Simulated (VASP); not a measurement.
# Cu (P2_1/m) in VASP: notebook

The runs below take Cu through single point, with LDA.

All numbers are computed with VASP 6.6.1; they aren't measurements. Logs are shortened: lines on timing, memory, paths and dates and some standing lists are left out, and cuts for length are marked.

## Step 1: The cell of the first run

The structure is monoclinic, space group P2_1/m (No. 11). Conventional cell: a = 2.424 Å, b = 4.037 Å, c = 2.424 Å, α = 90.00°, β = 112.80°, γ = 90.00°. Within 3.1 Å of Cu (site symmetry m) lie 14 Cu at 2.32 to 3.01 Å.

## Step 2: Single point, LDA (atoms displaced along several vibrational modes)

File INCAR:

```
PREC = Accurate ; ENCUT = 520
EDIFF = 1E-6 ; ISMEAR = 0
SIGMA = 0.15 ; LREAL = False
LASPH = True ; NELM = 80
ALGO = Fast ; ISIF = 2
LWAVE = False ; LCHARG = False
NBANDS = 18
```

File KPOINTS:

```
Automatic mesh
0
Gamma
  20 20 12
```

File POSCAR:

```
Cu
1.0
   -1.4273957350      1.4273957350      1.3410790631
    1.4273957350     -1.4273957350      1.3410790631
    2.8547914700      2.8547914700      0.0000000000
Cu
2
Direct
   -0.0146433338     -0.0664107987      0.0000000000
    0.5146433338      0.5664107987      0.5000000000
```

Potentials or basis: VASP PAW LDA potentials, release 64 (Cu).

Started as:

```bash
$ cat potpaw_LDA.64/Cu/POTCAR > POTCAR
$ mpirun -np 1 vasp_std > vasp.out
```

OUTCAR:

```text
PREC = Accurate
   ENCUT = 520
   EDIFF = 1E-6
   ISMEAR = 0
   LREAL = False
   LASPH = True
   NELM = 80
   ISIF = 2

 ion  position               nearest neighbor table
   1  0.985  0.934  0.000-   2 2.32   2 2.32   2 2.56   2 2.56   2 2.72   2 2.72
   2  0.515  0.566  0.500-   1 2.32   1 2.32   1 2.56   1 2.56   1 2.72   1 2.72

  LATTYP: Found a base centered orthorhombic cell.
 ALAT       =     2.6821581262
 B/A-ratio  =     1.5052374337
 C/A-ratio  =     1.5052374337

  Lattice vectors:

 A1 = (  -1.4273957350,   1.4273957350,   1.3410790631)
 A2 = (   1.4273957350,  -1.4273957350,   1.3410790631)
 A3 = (   2.8547914700,   2.8547914700,   0.0000000000)

Analysis of symmetry for initial positions (statically):
=====================================================================
 Subroutine PRICEL returns:
 Original cell was already a primitive cell.

 Routine SETGRP: Setting up the symmetry group for a
 base centered orthorhombic supercell.

 Subroutine GETGRP returns: Found  4 space group operations
 (whereof  2 operations were pure point group operations)
 out of a pool of  8 trial point group operations.

The static configuration has the point symmetry C_1h.
 The point group associated with its full space group is C_2h.

Analysis of symmetry for dynamics (positions and initial velocities):
=====================================================================
 Subroutine PRICEL returns:
 Original cell was already a primitive cell.

 Routine SETGRP: Setting up the symmetry group for a
 base centered orthorhombic supercell.

 Subroutine GETGRP returns: Found  4 space group operations
 (whereof  2 operations were pure point group operations)
 out of a pool of  8 trial point group operations.

The dynamic configuration has the point symmetry C_1h.
 The point group associated with its full space group is C_2h.

 Subroutine INISYM returns: Found  4 space group operations
 (whereof  2 operations are pure point group operations),
 and found     1 'primitive' translations

----------------------------------------------------------------------------------------

                                     Primitive cell

  volume of cell :      21.8591

  direct lattice vectors                    reciprocal lattice vectors
    -1.427395735  1.427395735  1.341079063    -0.175144141  0.175144141  0.372834096
     1.427395735 -1.427395735  1.341079063     0.175144141 -0.175144141  0.372834096
     2.854791470  2.854791470  0.000000000     0.175144141  0.175144141  0.000000000

  length of vectors
     2.423511960  2.423511960  4.037284815     0.447611666  0.447611666  0.247691220

  position of ions in fractional coordinates (direct lattice)
     0.985356666  0.933589201  0.000000000
     0.514643334  0.566410799  0.500000000

  ion indices of the primitive-cell ions
   primitive index   ion index
                 1           1
                 2           2

----------------------------------------------------------------------------------------

 KPOINTS: Automatic mesh

Automatic generation of k-mesh.
 Grid dimensions read from file:
 generate k-points for:   20   20   12

 Generating k-lattice:

  Cartesian coordinates                     Fractional coordinates (reciprocal lattice)
    -0.008757207  0.008757207  0.018641705     0.050000000  0.000000000  0.000000000
     0.008757207 -0.008757207  0.018641705     0.000000000  0.050000000  0.000000000
     0.014595345  0.014595345  0.000000000     0.000000000  0.000000000  0.083333333

  Length of vectors
     0.022380583  0.022380583  0.020640935

  Shift w.r.t. Gamma in fractional coordinates (k-lattice)
     0.000000000  0.000000000  0.000000000

 Subroutine IBZKPT returns following result:
 ===========================================

 Found   1414 irreducible k-points:

 Following reciprocal coordinates:
            Coordinates               Weight
  0.000000  0.000000  0.000000      1.000000
  0.050000  0.000000  0.000000      2.000000
  0.000000  0.050000  0.000000      2.000000
  0.100000  0.000000  0.000000      2.000000
  0.000000  0.100000  0.000000      2.000000
  0.150000  0.000000  0.000000      2.000000
[... 16 lines left out ...]
  0.100000  0.050000  0.000000      2.000000
  0.050000  0.100000  0.000000      2.000000
 [... further k-points ...]
   k-points           NKPTS =   1414   k-points in BZ     NKDIM =   1414   number of bands    NBANDS=     18
   number of dos      NEDOS =    301   number of ions     NIONS =      2
   total plane-waves  NPLWV =   9720
   dimension x,y,z NGX =    18 NGY =   18 NGZ =   30
   dimension x,y,z NGXF=    36 NGYF=   36 NGZF=   60
   ions per type =               2
   NGX,Y,Z   is equivalent  to a cutoff of  12.35, 12.35, 12.35 a.u.
   NGXF,Y,Z  is equivalent  to a cutoff of  24.69, 24.69, 24.71 a.u.
 SYSTEM =  unknown system
   PREC   = accura    normal or accurate (medium, high low for compatibility)
   ISTART =      0    job   : 0-new  1-cont  2-samecut
   ICHARG =      2    charge: 1-file 2-atom 10-const
   ISPIN  =      1    spin polarized calculation?
   LNONCOLLINEAR =      F non collinear calculations
   LSORBIT =      F    spin-orbit coupling
   LASPH  =      T    aspherical Exc in radial PAW
   ENCUT  =  520.0 eV  38.22 Ry    6.18 a.u.   4.51  4.51  7.51*2*pi/ulx,y,z
   NELM   =     80;   NELMIN=  2; NELMDL= -5     # of ELM steps
   EDIFF  = 0.1E-05   stopping-criterion for ELM
   LREAL  =      F    real-space projection
   EDIFFG = 0.1E-04   stopping-criterion for IOM
   NSW    =      0    number of steps for IOM
   IBRION =     -1    ionic relax: 0-MD 1-quasi-New 2-CG
   NFREE  =      0    steps in history (QN), initial steepest desc. (CG)
   ISIF   =      2    stress and relaxation
   ISYM   =      2    0-nonsym 1-usesym 2-fastsym
   POTIM  = 0.5000    time-step for ionic-motion
   TEBEG  =    0.0;   TEEND  =   0.0 temperature during run
   PSTRESS=    0.0 pullay stress
   NELECT =      22.0000    total number of electrons
   NUPDOWN=      -1.0000    fix difference up-down
   EMIN   =  10.00;   EMAX   =-10.00  energy-range for DOS
   EFERMI =   0.00;   METHOD = LEGACY
   ISMEAR =     0;   SIGMA  =   0.15  broadening in eV -4-tet -1-fermi 0-gaus
   EFERMI_NEDOS =   21; number of points for ismear=-14 and -15
   IALGO  =     68    algorithm
   IMIX   =      4    mixing-type and parameters
     AMIX     =   0.40;   BMIX     =  1.00
     AMIX_MAG =   1.60;   BMIX_MAG =  1.00
  volume/ion in A,a.u.               =      10.93        73.76
  Fermi-wavevector in a.u.,A,eV,Ry     =   1.640607  3.100298 36.621342  2.691593
  Thomas-Fermi vector in A             =   2.731217
   LORBIT       =      0    0 simple, 1 ext, 2 COOP (PROOUT), +10 PAW based schemes
   GGA     = CA    functional components
   LHFCALC =     F    Hartree Fock is set to
   AEXX    =    0.0000 exact exchange contribution
   IVDW    =     0    specifies the selected vdW correction
   LEPSILON=     F    determine dielectric tensor
   LRPA    =     F    only Hartree local field effects (RPA)
 non-spin polarized calculation
 RMM-DIIS sequential band-by-band and
 Gauss-broadening in eV      SIGMA  =   0.15
  energy-cutoff  :      520.00
  volume of cell :       21.86
 maximum number of plane-waves:       607
 NGX is ok and might be reduce to    18
   NGX =  9   NGY =  9   NGZ = 15

 number of electron      21.9999984 magnetization

 Free energy of the ion-electron system (eV)
  ---------------------------------------------------
  ext. energy  EPLUGINS =         0.00000000
  ---------------------------------------------------
  free energy    TOTEN  =        -9.26743784 eV

  energy without entropy =       -9.25988366  energy(sigma->0) =       -9.26366075

 E-fermi :   8.3477     XC(G=0): -13.5575

 val. band max:        8.3329013353   @ k =   0.2000   0.5000  -0.0833
 cond. band min:       8.3485162459   @ k =   0.2500   0.5000  -0.0833
 fundamental gap:      0.0156149106
 Fermi energy:         8.3477284955

 k-point     1 :       0.0000    0.0000    0.0000
  band No.  band energies     occupation
      1      -1.5921      2.00000
      2       2.8270      2.00000
      3       4.4314      2.00000
      4       4.7216      2.00000
      5       4.9989      2.00000
      6       5.1528      2.00000
[... 10 lines left out ...]
     17      33.6309      0.00000
     18      33.9232      0.00000

 k-point     2 :       0.0500    0.0000    0.0000
  band No.  band energies     occupation
      1      -1.5121      2.00000
      2       2.8759      2.00000
      3       4.4282      2.00000
      4       4.7262      2.00000
      5       5.0196      2.00000
      6       5.1384      2.00000
[... 10 lines left out ...]
     17      33.5271      0.00000
     18      33.5554      0.00000

 k-point     3 :       0.0000    0.0500    0.0000
  band No.  band energies     occupation
      1      -1.5123      2.00000
      2       2.8742      2.00000
      3       4.4301      2.00000
      4       4.7493      2.00000
      5       4.9942      2.00000
      6       5.1466      2.00000
[... 10 lines left out ...]
     17      33.6282      0.00000
     18      33.7187      0.00000

 k-point     4 :       0.1000    0.0000    0.0000
  band No.  band energies     occupation
      1      -1.2737      2.00000
      2       3.0171      2.00000
      3       4.4138      2.00000
      4       4.7291      2.00000
      5       5.0920      2.00000
      6       5.0937      2.00000
[... 10 lines left out ...]
     17      32.3766      0.00000
     18      32.7325      0.00000

 k-point     5 :       0.0000    0.1000    0.0000
  band No.  band energies     occupation
      1      -1.2749      2.00000
      2       3.0099      2.00000
      3       4.4253      2.00000
      4       4.8054      2.00000
      5       5.0036      2.00000
      6       5.1239      2.00000
[... 10 lines left out ...]
     17      32.5485      0.00000
     18      33.6948      0.00000

 k-point     6 :       0.1500    0.0000    0.0000
  band No.  band energies     occupation
      1      -0.8829      2.00000
      2       3.2324      2.00000
      3       4.3801      2.00000
      4       4.7145      2.00000
      5       5.0110      2.00000
      6       5.2294      2.00000
[... 10 lines left out ...]
     17      30.8691      0.00000
     18      32.8296      0.00000

 k-point     7 :       0.0000    0.1500    0.0000
  band No.  band energies     occupation
      1      -0.8859      2.00000
      2       3.2151      2.00000
      3       4.4129      2.00000
      4       4.8020      2.00000
      5       5.0303      2.00000
      6       5.1114      2.00000
[... 10 lines left out ...]
     17      30.7537      0.00000
     18      32.8402      0.00000

 k-point     8 :       0.2000    0.0000    0.0000
  band No.  band energies     occupation
      1      -0.3508      2.00000
      2       3.4868      2.00000
      3       4.3312      2.00000
      4       4.6792      2.00000
      5       4.8430      2.00000
      6       4.9995      2.00000
[... 10 lines left out ...]
     17      29.0590      0.00000
     18      31.4807      0.00000
[... 229 lines left out ...]
     17      25.5141      0.00000
     18      26.8953      0.00000

 k-point    20 :       0.5000    0.0000    0.0000
  band No.  band energies     occupation
      1       3.2958      2.00000
      2       3.5377      2.00000
      3       4.1743      2.00000
      4       4.1925      2.00000
      5       4.3480      2.00000
      6       4.9878      2.00000
[... 10 lines left out ...]
     17      24.4541      0.00000
     18      28.1810      0.00000

 k-point    21 :       0.0000    0.5000    0.0000
  band No.  band energies     occupation
      1       3.1106      2.00000
      2       3.5709      2.00000
      3       3.7607      2.00000
      4       4.7060      2.00000
      5       4.7650      2.00000
      6       4.8192      2.00000
[... 10 lines left out ...]
     17      25.4895      0.00000
     18      26.7450      0.00000

 k-point    22 :       0.0500    0.0500    0.0000
  band No.  band energies     occupation
      1      -1.3711      2.00000
      2       2.9578      2.00000
      3       4.3839      2.00000
      4       4.7775      2.00000
      5       4.9913      2.00000
      6       5.1304      2.00000
[... 10 lines left out ...]
     17      33.3818      0.00000
     18      33.6351      0.00000

 k-point    23 :       0.1000    0.0500    0.0000
  band No.  band energies     occupation
      1      -1.0736      2.00000
      2       3.1270      2.00000
      3       4.3362      2.00000
      4       4.7894      2.00000
      5       5.0526      2.00000
      6       5.0869      2.00000
[... 10 lines left out ...]
     17      32.4017      0.00000
     18      33.2694      0.00000

 k-point    24 :       0.0500    0.1000    0.0000
  band No.  band energies     occupation
      1      -1.0746      2.00000
      2       3.1206      2.00000
      3       4.3476      2.00000
      4       4.8674      2.00000
      5       4.9658      2.00000
      6       5.1098      2.00000
[... 10 lines left out ...]
     17      32.2976      0.00000
     18      33.1088      0.00000

 [... further k-points ...]
[... 5 lines left out ...]
  --------------------------------------------------------------------------------------
  -------------------------------------------------------------------------------------
  Total        0.7100777      0.7100777      0.2337699      0.2559824      0.0991113     -0.0991113
  in kB       52.0455145     52.0455145     17.1342852     18.7623627      7.2644145     -7.2644120
  external PRESSURE =      40.4084380 kB  Pullay stress =       0.0000000 kB

 VOLUME and BASIS-vectors are now :
 -----------------------------------------------------------------------------
  energy-cutoff  :      520.00
  volume of cell :       21.86
      direct lattice vectors                 reciprocal lattice vectors
    -1.427395735  1.427395735  1.341079063    -0.175144141  0.175144141  0.372834096
     1.427395735 -1.427395735  1.341079063     0.175144141 -0.175144141  0.372834096
     2.854791470  2.854791470  0.000000000     0.175144141  0.175144141  0.000000000

 POSITION                                       TOTAL-FORCE (eV/Angst)
 -----------------------------------------------------------------------------------
     -0.07389      0.07389      2.57346        -0.072071      0.072071      0.708261
      1.50129      1.35350      1.44978         0.072071     -0.072071     -0.708261
 -----------------------------------------------------------------------------------
    total drift:                                0.000000     -0.000000      0.000000

  FREE ENERGIE OF THE ION-ELECTRON SYSTEM (eV)
  ---------------------------------------------------
  free  energy   TOTEN  =        -9.2674378415 eV

  energy  without entropy=       -9.2598836557  energy(sigma->0) =       -9.26366075
```

It took 9.9 min on 1 thread of Intel Xeon 8259CL, shared host; peak memory 0.52 GiB.

What came out:

- Free energy: -9.2674 eV
- Pressure: 4.0 GPa
- Largest force: 0.716 eV/Å
- Band gap on the k mesh: zero (bands 11 and 12 overlap by 6.62 eV)

Forces on the atoms (eV/Å):
```
Cu  -0.072  0.072  0.708
Cu   0.072 -0.072 -0.708
```

Caveat: the cell differs from its parent crystal (atoms displaced along several vibrational modes); the cell stands under pressure.

## Step 3: Single point, LDA (atoms displaced along several vibrational modes)

File INCAR:

```
ALGO = Fast
EDIFF = 1E-6
ENCUT = 520
ISIF = 2
ISMEAR = 0
LASPH = True
LCHARG = False
LREAL = False
LWAVE = False
NBANDS = 18
NELM = 80
PREC = Accurate
SIGMA = 0.15
```

File KPOINTS:

```
k-points
0
Gamma
  20 20 12
```

File POSCAR:

```
Cu
1.0
   -1.4273957350      1.4273957350      1.3410790631
    1.4273957350     -1.4273957350      1.3410790631
    2.8547914700      2.8547914700      0.0000000000
Cu
2
Direct
    0.0371241312     -0.1181782636      0.0000000000
    0.4628758688      0.6181782636      0.5000000000
```

Potentials or basis: VASP PAW LDA potentials, release 64 (Cu).

Started as:

```bash
$ cat potpaw_LDA.64/Cu/POTCAR > POTCAR
$ mpirun -np 1 vasp_std > vasp.out
```

Wall time 9.1 min (1 thread of Intel Xeon 8259CL, shared host); peak memory 0.51 GiB.

Results (log left out):

```yaml
Free_energy: -9.2941 eV
Pressure: 2.6 GPa
Largest_force: 0.401 eV/Å
Band_gap_on_the_k_mesh: zero (bands 11 and 12 overlap by 6.17 eV)
```

Forces on the atoms (eV/Å):
```
Cu   0.071 -0.071  0.388
Cu  -0.071  0.071 -0.388
```

Stress tensor (GPa, compression positive):
```
 6.06 -1.41 -2.06
-1.41  6.06  2.06
-2.06  2.06 -4.23
```

Levels at points of the mesh, in eV from the Fermi level:
```
           k point  band 9  band 10  band 11  band 12  band 13  band 14
(0.00, 0.00, 0.00)   -2.42    -2.13    -1.65    -1.10     4.30    19.68
(0.50, 0.00, 0.00)   -1.76    -1.72     0.19     0.83     8.56     9.01
(0.00, 0.50, 0.00)   -1.87    -1.64    -0.55     1.60     6.96     7.55
(0.50, 0.50, 0.00)   -1.60    -1.54     0.52     2.87     9.25     9.65
(0.00, 0.00, 0.50)   -2.26    -2.26    -1.97    -1.97    13.40    13.40
(0.50, 0.00, 0.50)   -1.66    -1.66    -0.42    -0.42     4.95     4.95
(0.00, 0.50, 0.50)   -1.79    -1.79     0.45     0.45     4.29     4.29
(0.50, 0.50, 0.50)   -1.56    -1.56     1.50     1.50     6.53     6.53
```

Caveat: the cell differs from its parent crystal (atoms displaced along several vibrational modes); the stress differs along the axes, from -4 to 6 GPa.

## Step 4: Single point, LDA (atoms displaced along several vibrational modes)

File INCAR:

```
SYSTEM = Cu
ALGO = Fast ; EDIFF = 1E-7
ENCUT = 520 ; GGA = CA
ISIF = 2 ; ISMEAR = 0
LASPH = .True. ; LCHARG = .True.
LELF = .True. ; LREAL = .False.
LVHAR = .True. ; LWAVE = .False.
NBANDS = 18 ; NELM = 100
PREC = Accurate ; SIGMA = 0.15
```

File KPOINTS:

```
k-points
0
Gamma
  20 20 12
  0 0 0
```

File POSCAR:

```
Cu
1.0
   -1.4273957350      1.4273957350      1.3410790631
    1.4273957350     -1.4273957350      1.3410790631
    2.8547914700      2.8547914700      0.0000000000
Cu
2
Direct
    0.0235902535     -0.1317121413      0.0000000000
    0.4764097465      0.6317121413      0.5000000000
```

Started as:

```bash
$ cat potpaw_LDA.64/Cu/POTCAR > POTCAR
$ mpirun -np 1 vasp_std > vasp.out
```

Wall time 13 min (1 thread of Intel Xeon 8259CL, shared host); peak memory 0.52 GiB.

Results (log left out):

```yaml
Free_energy: -9.2615 eV
Pressure: 3.4 GPa
Largest_force: 0.508 eV/Å
Band_gap_on_the_k_mesh: zero (bands 11 and 12 overlap by 6.16 eV)
```

Forces in eV/Å, atoms in the order of the input:
```
Cu   0.010 -0.010  0.508
Cu  -0.010  0.010 -0.508
```

Stress tensor (GPa, compression positive):
```
 7.24 -0.35 -2.73
-0.35  7.24  2.73
-2.73  2.73 -4.33
```

Levels at points of the mesh, in eV from the Fermi level:
```
           k point  band 8  band 9  band 10  band 11  band 12  band 13  band 14  band 15
(0.00, 0.00, 0.00)   -2.54   -2.33    -2.24    -1.62    -1.10     4.30    19.56    21.31
(0.50, 0.00, 0.00)   -1.99   -1.76    -1.75     0.32     0.69     8.84     9.27     9.79
(0.00, 0.50, 0.00)   -1.94   -1.85    -1.65    -0.67     1.71     6.72     7.33    11.54
(0.50, 0.50, 0.00)   -2.01   -1.61    -1.55     0.52     2.87     9.25     9.64    10.71
(0.00, 0.00, 0.50)   -2.84   -2.29    -2.29    -1.99    -1.99    13.40    13.40    21.48
(0.50, 0.00, 0.50)   -1.94   -1.61    -1.61    -0.52    -0.52     4.99     4.99    17.74
(0.00, 0.50, 0.50)   -2.39   -1.80    -1.80     0.62     0.62     4.13     4.13    18.38
(0.50, 0.50, 0.50)   -1.91   -1.57    -1.57     1.49     1.49     6.52     6.52    13.12
```

Caveat: the cell differs from its parent crystal (atoms displaced along several vibrational modes); the stress differs along the axes, from -4 to 7 GPa.

[end of part 1 of 2]
